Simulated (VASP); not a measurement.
The system is GaAs.

```
As Ga
1.0
     0.00000    2.82685    2.82685
     2.82685    0.00000    2.82685
     2.82685    2.82685    0.00000
As Ga
1 1
Direct
  0.75000 0.75000 0.75000
  0.00000 0.00000 0.00000
```

Base run:

* Program: VASP 6.6.1
* Functional: PBEsol
* Dispersion: D3(BJ)
* Potentials or basis: VASP PAW PBE potentials, release 64 (As, Ga_d)
* Cutoff: 520 eV
* k mesh: 8 × 8 × 8
* Occupations: fermi-dirac, width 0.05 eV
* Spin: no spin polarisation

Its results: band gap on the k mesh 0.46 eV, direct; pressure -1.7 GPa.

**Question.** The run is repeated on the same cell with these changes: functional from PBEsol to BLYP; dispersion from D3(BJ) to none. What comes out?

**Answer.** Band gap on the k mesh 0.40 eV, direct; pressure 7.2 GPa.

Several settings changed at once, so the effect can't be laid on one alone.

Caveats: the PAW data sets were made with another functional, which shifts forces and pressure a little; three body term missing (some runs).

A k mesh can miss the band edges.
